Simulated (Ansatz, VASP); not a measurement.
**One calculation of ZnH2, two programs**

```
CELL_PARAMETERS angstrom
2.79088 0.00000 0.00000
-1.39544 2.41697 0.00000
0.00000 0.00000 5.17026
ATOMIC_POSITIONS crystal
Zn 0.00000 0.00000 0.00000
H 0.66667 0.33333 0.81220
H 0.33333 0.66667 0.18780
```

Change from the starting cell: species swapped into the TaS2 type (P-3m1, No. 164).

Alike in both runs: functional PBE; k mesh 12 × 12 × 6; occupations gaussian, width 0.02 eV; no spin polarisation.

Ansatz relaxed the structure, and its values are those at the end. VASP's run is a single point on that final structure, the one shown.

|  | VASP | Ansatz |
| --- | --- | --- |
| version | VASP 6.6.1 | Ansatz 0.2.0 |
| potentials or method | VASP PAW PBE potentials, release 64 (Zn, H), cutoff 500 eV | scalar-relativistic, plane waves, PAW |
| valence electrons in the cell | 14 | 14 |

|  | VASP | Ansatz | Ansatz less VASP |
| --- | --- | --- | --- |
| gap on the k mesh at the Fermi level (eV) | 2.22 | 2.22 | -0.006 |
| least direct gap on the mesh (eV) | 3.36 | 3.36 | -0.008 |
| pressure (GPa) | 0.0 | 0.0 | -0.01 |
| rms of the force components (eV/Å) | 0.007 | 0.000 | -0.0066 |

The functional is the same, so the differences come from potentials, cutoffs and numerics.
